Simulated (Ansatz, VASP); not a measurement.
# Two plane-wave programs on Al3B2As

```xyz
6
Lattice="3.6123 0.0000 0.0000 -1.8062 3.1284 0.0000 0.0000 0.0000 8.4040" Properties=species:S:1:pos:R:3 pbc="T T T"
Al    0.0000    2.0856    4.2020
Al    1.8062    1.0428    4.2020
Al    0.0000    0.0000    0.0000
B     0.0000    0.0000    6.0029
B     0.0000    0.0000    2.4010
As    0.0000    0.0000    4.2020
```

Alike in both runs: task relaxation of cell and atoms; functional PBE; k mesh 6 × 6 × 2; occupations gaussian, width 0.1 eV; no spin polarisation.

```csv
,VASP,Ansatz
version,VASP 6.6.1,Ansatz 0.2.0
potentials or method,"VASP PAW PBE potentials, release 64 (Al, B, As), cutoff 600 eV","scalar-relativistic, plane waves, PAW"
valence electrons in the cell,20,30
```

Ansatz gave:

| Quantity | Value |
| --- | --- |
| gap on the k mesh at the Fermi level, each at its own relaxed structure (eV) | none |
| relaxed volume (Å³/atom) | 25.38 |
| relaxed cell length with the largest relative difference (Å) | 4.803 |

Problem. What did VASP give for the same quantities?

Solution. gap on the k mesh at the Fermi level, each at its own relaxed structure (eV): none; relaxed volume (Å³/atom): 25.47; relaxed cell length with the largest relative difference (Å): 4.810.

A gap of «none» marks a metal or a gap that the smearing closes. VASP's potentials hold 20 valence electrons a cell and Ansatz's 30, so a difference there can come from the potentials and not from the codes.

The k mesh is coarse, so the values compare programs but aren't converged. Noted on VASP's run: the volume moved by over 15 % at a fixed basis, so the end points are rough.
